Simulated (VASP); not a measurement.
# PbF2 (Fm-3m) in VASP: notebook, part 3 of 3

VASP 6.6.1. The steps go on from the part before.

**6. Relaxation of cell and atoms, PBEsol**

This run uses another cell than the first one, of 17.35 Å³/atom.

Contents of INCAR:

```
SYSTEM = PbF2
PREC     = Accurate       ! precision mode
ENCUT    = 600            ! plane-wave cutoff, eV
EDIFF    = 1E-7           ! SCF threshold, eV
ISMEAR   = -1             ! smearing method
SIGMA    = 0.05           ! smearing width, eV
LREAL    = .FALSE.        ! projectors in reciprocal space
LASPH    = .TRUE.         ! aspherical terms in the spheres
NELM     = 120            ! most SCF steps
ALGO     = Normal         ! electronic algorithm
ISIF     = 3              ! what is computed and relaxed
LWAVE    = .FALSE.        ! write WAVECAR
LCHARG   = .FALSE.        ! write CHGCAR
GGA      = PS             ! functional
IBRION   = 2              ! ionic algorithm
NSW      = 60             ! ionic steps
EDIFFG   = -0.01          ! ionic threshold
GGA_COMPAT= .FALSE.      
NELMIN   = 4
```

Contents of KPOINTS:

```
regular mesh
0
G
  8 8 8
  0 0 0
```

Contents of POSCAR:

```
PbF2
1.0
    0.0000000000      2.9636600000      2.9636600000
    2.9636600000      0.0000000000      2.9636600000
    2.9636600000      2.9636600000      0.0000000000
Pb F
1 2
Direct
    0.0000000000      0.0000000000      0.0000000000
    0.7500000000      0.7500000000      0.7500000000
    0.2500000000      0.2500000000      0.2500000000
```

Potentials or basis: VASP PAW PBE potentials, release 64 (Pb_d, F).

Launch:

```
$ cat potpaw_PBE.64/Pb_d/POTCAR potpaw_PBE.64/F/POTCAR > POTCAR
$ mpirun -np 1 vasp_std > vasp.out
```

OUTCAR:

```text
SYSTEM = PbF2
   PREC = Accurate
   ENCUT = 600
   EDIFF = 1E-7
   ISMEAR = -1
   LREAL = .FALSE.
   LASPH = .TRUE.
   NELM = 120
   ISIF = 3
   GGA = PS
   IBRION = 2
   NSW = 60
   EDIFFG = -0.01
   NELMIN = 4

 ion  position               nearest neighbor table
   1  0.000  0.000  0.000-   2 2.57   2 2.57   2 2.57   3 2.57   3 2.57   3 2.57   3 2.57   2 2.57

   2  0.750  0.750  0.750-   1 2.57   1 2.57   1 2.57   1 2.57
   3  0.250  0.250  0.250-   1 2.57   1 2.57   1 2.57   1 2.57

  LATTYP: Found a face centered cubic cell.
 ALAT       =     5.9273200000

  Lattice vectors:

 A1 = (   0.0000000000,   2.9636600000,   2.9636600000)
 A2 = (   2.9636600000,   0.0000000000,   2.9636600000)
 A3 = (   2.9636600000,   2.9636600000,   0.0000000000)

Analysis of symmetry for initial positions (statically):
=====================================================================
 Subroutine PRICEL returns:
 Original cell was already a primitive cell.

 Routine SETGRP: Setting up the symmetry group for a
[... 170 lines left out ...]

  energy without entropy =      -14.93783100  energy(sigma->0) =      -14.93783100

------------------------ aborting loop because EDIFF is reached ----------------------------------------

  FORCE on cell =-STRESS in cart. coord.  units (eV):
  Direction    XX          YY          ZZ          XY          YZ          ZX
  --------------------------------------------------------------------------------------
  -------------------------------------------------------------------------------------
  Total       -0.4226264     -0.4226264     -0.4226264      0.0000000      0.0000000     -0.0000000
  in kB      -13.0062500    -13.0062500    -13.0062500      0.0000000      0.0000000     -0.0000000
  external PRESSURE =     -13.0062500 kB  Pullay stress =       0.0000000 kB
[... 61 lines left out ...]
--------------------------------------- Ionic step        3  -------------------------------------------

 number of electron      28.0000010 magnetization

 Free energy of the ion-electron system (eV)
  ---------------------------------------------------
  ext. energy  EPLUGINS =         0.00000000
  ---------------------------------------------------
  free energy    TOTEN  =       -14.94159834 eV

  energy without entropy =      -14.94159834  energy(sigma->0) =      -14.94159834

 E-fermi :   3.1223     XC(G=0):  -9.7507

 val. band max:        1.9549881961   @ k =  -0.2500   0.5000   0.2500
 cond. band min:       6.2553832729   @ k =   0.5000   0.5000   0.0000
 fundamental gap:      4.3003950767
 Fermi energy:         3.1223003038

 k-point     1 :       0.0000    0.0000    0.0000
  band No.  band energies     occupation
      1     -19.1691      2.00000
      2     -18.4968      2.00000
      3     -12.4320      2.00000
      4     -12.4320      2.00000
      5     -12.4320      2.00000
      6     -12.3598      2.00000
[... 481 lines left out ...]
      5     -12.3375      2.00000
      6     -12.3068      2.00000
[... 10 lines left out ...]
     17       9.6631      0.00000
     18      12.7576      0.00000

 [... further k-points ...]
[... 5 lines left out ...]
  --------------------------------------------------------------------------------------
  -------------------------------------------------------------------------------------
  Total       -0.0007195     -0.0007195     -0.0007195     -0.0000000     -0.0000000      0.0000000
  in kB       -0.0225375     -0.0225375     -0.0225375     -0.0000000     -0.0000000      0.0000000
  external PRESSURE =      -0.0225375 kB  Pullay stress =       0.0000000 kB
[... 18 lines left out ...]
  FREE ENERGIE OF THE ION-ELECTRON SYSTEM (eV)
  ---------------------------------------------------
  free  energy   TOTEN  =       -14.9415983365 eV

  energy  without entropy=      -14.9415983365  energy(sigma->0) =      -14.94159834

 reached required accuracy - stopping structural energy minimisation
```

OSZICAR:

```text
N       E                     dE             d eps       ncg     rms          rms(c)
DAV:   1     0.319126017452E+03    0.31913E+03   -0.16325E+04  1044   0.196E+03
[... 28 lines left out ...]
DAV:   1    -0.149441599830E+02   -0.26569E-02   -0.67133E-02  1316   0.385E+00    0.364E-01
DAV:   2    -0.149418318712E+02    0.23281E-02   -0.10856E-02  1100   0.109E+00    0.760E-02
DAV:   3    -0.149416309955E+02    0.20088E-03   -0.58993E-04  1326   0.411E-01    0.329E-02
DAV:   4    -0.149416003877E+02    0.30608E-04   -0.17550E-04  1206   0.206E-01    0.113E-02
DAV:   5    -0.149416000127E+02    0.37502E-06   -0.24924E-05  1112   0.660E-02    0.705E-03
DAV:   6    -0.149415983244E+02    0.16884E-05   -0.63224E-06  1330   0.354E-02    0.151E-03
DAV:   7    -0.149415983365E+02   -0.12144E-07   -0.47204E-07  1114   0.678E-03
   3 F= -.14941598E+02 E0= -.14941598E+02  d E =-.376733E-02
```

CONTCAR:

```text
PbF2
   1.00000000000000
     0.0000000000000000    2.9462466360433970    2.9462466360433970
     2.9462466360433970    0.0000000000000000    2.9462466360433970
     2.9462466360433970    2.9462466360433970   -0.0000000000000000
  Pb              F
     1     2
Direct
     0.0000000000000000    0.0000000000000000    0.0000000000000000
     0.7500000000000000    0.7500000000000000    0.7500000000000000
     0.2500000000000000    0.2500000000000000    0.2500000000000000

  0.00000000E+00  0.00000000E+00  0.00000000E+00
  0.00000000E+00  0.00000000E+00  0.00000000E+00
  0.00000000E+00  0.00000000E+00  0.00000000E+00
```

It took 60 s on 1 thread of Intel Xeon Platinum 8375C at 2.90GHz (Ice Lake), shared host; peak memory 0.22 GiB.

What came out:

```
Free energy                           : -14.9416 eV
Relaxed volume                        : 17.05 Å³/atom
Relaxed cell                          : a = 4.167 Å, b = 4.167 Å, c = 4.167 Å, α = 60.00°, β = 60.00°, γ = 60.00°
Space group after relaxing (to 0.1 Å) : Fm-3m (No. 225)
Energy gained by relaxing             : 1.3 meV/atom
Ionic steps                           : 3
Pressure after relaxing               : 0.0 GPa
Band gap on the k mesh                : 4.30 eV (least direct gap 4.45 eV)
```

The path:
```tsv
step	energy change (eV)	largest force (eV/Å)	pressure (GPa)	volume (Å³)
1	0.0000	0.0000	-1.30	52.06
2	-0.0037	0.0000	0.22	51.01
3	-0.0038	0.0000	0.00	51.15
```

Final structure:
```yaml
crystal:
  lattice:
    - [0.00000, 2.94625, 2.94625]
    - [2.94625, 0.00000, 2.94625]
    - [2.94625, 2.94625, 0.00000]
  atoms:
    - { symbol: Pb, position: [0.00000, 0.00000, 0.00000] }
    - { symbol: F, position: [0.75000, 0.75000, 0.75000] }
    - { symbol: F, position: [0.25000, 0.25000, 0.25000] }
```

Levels at points of the mesh, in eV from the valence-band top:
| k point | band 10 | band 11 | band 12 | band 13 | band 14 | band 15 | band 16 | band 17 | band 18 |
| --- | --- | --- | --- | --- | --- | --- | --- | --- | --- |
| (0.00, 0.00, 0.00) | -2.60 | -2.60 | -2.09 | -2.09 | -2.09 | 6.69 | 6.69 | 6.69 | 10.55 |
| (0.50, 0.00, 0.00) | -2.82 | -2.82 | -2.26 | -2.26 | -0.04 | 4.93 | 7.64 | 7.64 | 13.11 |
| (0.50, 0.50, 0.00) | -3.74 | -1.65 | -1.64 | -1.64 | -0.15 | 4.30 | 7.89 | 7.89 | 8.78 |

Caveat: the PAW data sets were made with another functional, which shifts forces and pressure a little; spin-orbit coupling is left out, which moves the levels of the heavy elements. A k mesh can miss the band edges.

**7. Summary**

```csv
task,level,potentials or basis,cell,cutoff (eV),gap on the mesh (eV),pressure (GPa),relaxed volume (Å³/atom)
single point,revPBE,"VASP PAW PBE potentials, release 64 (Pb_d, F)","a = 4.294 Å, angles 60.0°, 3 atoms",600,4.51,-0.2,-
single point,r2SCAN,"VASP PAW PBE potentials, release 64 (Pb_d, F)","a = 4.187 Å, angles 60.0°, 3 atoms",660,4.93,-0.2,-
relaxation of cell and atoms,LDA,"VASP PAW LDA potentials, release 64 (Pb_d, F)","relaxed from a = 4.191 Å, angles 60.0°, 3 atoms",600,4.20,0.0,16.34
relaxation of cell and atoms,PBE,"VASP PAW PBE potentials, release 64 (Pb_d, F)","relaxed from a = 4.191 Å, angles 60.0°, 3 atoms",600,4.42,0.0,17.95
relaxation of cell and atoms,PBEsol,"VASP PAW PBE potentials, release 64 (Pb_d, F)","relaxed from a = 4.191 Å, angles 60.0°, 3 atoms",600,4.30,0.0,17.05
```

Alike in all rows: no spin polarisation; k mesh 8 × 8 × 8; smearing fermi-dirac 0.05 eV.

Caveats: spin-orbit coupling is left out, which moves the levels of the heavy elements; the PAW data sets were made with another functional, which shifts forces and pressure a little (at least some runs).

Absolute energies hang on the potentials; compare differences alone.
